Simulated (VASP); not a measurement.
Here is a VASP 6.6.1 calculation.

Contents of INCAR:

```
SYSTEM = RbBr
ALGO = Normal ; EDIFF = 1E-6
ENCUT = 520 ; GGA = PE
ISIF = 2 ; ISMEAR = 0
LASPH = .TRUE. ; LCHARG = .FALSE.
LREAL = .FALSE. ; LWAVE = .FALSE.
NBANDS = 15 ; NELM = 100
PREC = Accurate ; SIGMA = 0.02
```

The input KPOINTS:

```
k-points
0
G
  6 6 6
  0 0 0
```

Contents of POSCAR:

```
RbBr
1.0
    2.7487236477      1.5869763396      4.5125047751
   -2.7487236477      1.5869763396      4.5125047751
    0.0000000000     -3.1739526742      4.5125047769
Rb Br
1 1
Direct
   -0.0002110578     -0.0002110578     -0.0002110578
    0.2489676778      0.2489676778      0.2489676778
```

Potentials or basis: VASP PAW PBE potentials, release 64 (Rb_sv, Br).

Launch:

```sh
$ cat potpaw_PBE.64/Rb_sv/POTCAR potpaw_PBE.64/Br/POTCAR > POTCAR
$ mpirun -np 1 vasp_std > vasp.out
```

**Question.** What does it give for the band gap on the k mesh?

**Answer.** 4.05 eV, indirect (least direct gap 4.13 eV).

**Question.** Predict the pressure.

**Answer.** 0.0 GPa.

A k mesh can miss the band edges. Expect the measured gap to be larger: semilocal functionals such as PBE lack the derivative discontinuity.
